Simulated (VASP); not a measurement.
Set up this calculation in VASP 6.6.1, as the native input.

```
Task                   : single point
Functional             : PBEsol
Potentials or basis    : VASP PAW PBE potentials, release 64 (Se)
Cutoff                 : 520 eV
k mesh                 : 6 × 6 × 6
Occupations            : gaussian, width 0.02 eV
Spin                   : no spin polarisation
Dipole correction      : no
Further INCAR settings : ALGO = Normal; EDIFF = 1e-06; NBANDS = 27
```

The structure of Se lies in POSCAR:

```
Se
1.0
    5.3514623836      3.0896682477      1.5222232904
   -5.3514623836      3.0896682477      1.5222232904
    0.0000000000     -6.1793364955      1.5222232902
Se
6
Direct
    0.3025245761      0.1671748822      0.9090848799
    0.9090848799      0.3025245761      0.1671748822
    0.1671748822      0.9090848799      0.3025245761
    0.6974754239      0.8328251178      0.0909151201
    0.0909151201      0.6974754239      0.8328251178
    0.8328251178      0.0909151201      0.6974754239
```

These files were run (other wordings do the same):

INCAR

```
PREC = Accurate ; ENCUT = 520
EDIFF = 1E-6 ; ISMEAR = 0
SIGMA = 0.02 ; LREAL = False
LASPH = True ; NELM = 100
ALGO = Normal ; ISIF = 2
LWAVE = False ; LCHARG = False
GGA = PS ; NBANDS = 27
```

KPOINTS

```
regular mesh
0
Gamma
  6 6 6
```

Potentials or basis: VASP PAW PBE potentials, release 64 (Se).

Command:

```bash
$ cat potpaw_PBE.64/Se/POTCAR > POTCAR
$ mpirun -np 1 vasp_std > vasp.out
```

Results of the run:

| Property | Result |
| --- | --- |
| Pressure | 0.2 GPa |
| Largest force | 0.032 eV/Å |
| Band gap on the k mesh | 0.98 eV, indirect (least direct gap 1.10 eV) |

Caveat: the PAW data sets were made with another functional, which shifts forces and pressure a little.

Run time: 98 s on 1 thread of AMD EPYC 9R45 96-Core Processor (Zen 5), on a shared host, peak memory 0.34 GiB.
